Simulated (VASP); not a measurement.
CdPd, 2 atoms in the cell. The structure is tetragonal, space group P4mm (No. 99). The conventional cell has a = 3.028 Å, b = 3.028 Å, c = 3.631 Å, α = 90.00°, β = 90.00°, γ = 90.00°. Within 3.7 Å of Cd (site symmetry 4mm) lie 8 Pd at 2.71 to 2.91 Å and 6 Cd at 3.03 to 3.63 Å. Within 3.7 Å of Pd (site symmetry 4mm) lie 8 Cd at 2.71 to 2.91 Å and 6 Pd at 3.03 to 3.63 Å.  This cell differs from its parent crystal: all Pd atoms moved +0.150 Å, as atom 2 towards its neighbour atom 2 (Pd) at 3.631 Å.

* Program: VASP 6.6.1
* Task: single point
* Functional: r2SCAN
* Potentials or basis: VASP PAW PBE potentials, release 64 (Cd_sv_GW, Pd_sv_GW)
* Cutoff: 600 eV
* k mesh: 16 × 16 × 14
* Occupations: gaussian, width 0.15 eV
* Spin: no spin polarisation
* Dipole correction: no
* Further INCAR settings: ALGO = Normal; EDIFF = 1e-06; NBANDS = 26

Potentials or basis: VASP PAW PBE potentials, release 64 (Cd_sv_GW, Pd_sv_GW).

The run is started by

```console
$ cat potpaw_PBE.64/Cd_sv_GW/POTCAR potpaw_PBE.64/Pd_sv_GW/POTCAR > POTCAR
$ cp INCAR.step1 INCAR
$ mpirun -np 1 vasp_std > vasp.out
$ cp INCAR.step2 INCAR
$ mpirun -np 1 vasp_std > vasp.out
```

Hardware: 1 thread of Intel(R) Xeon(R) Platinum 8488C (Sapphire Rapids), on a shared host.

Q: How long does it take, and how much memory?

A: Wall time 8.3 min on 1 thread of Intel(R) Xeon(R) Platinum 8488C (Sapphire Rapids), on a shared host, peak memory 0.59 GiB. Counts: k points 360.
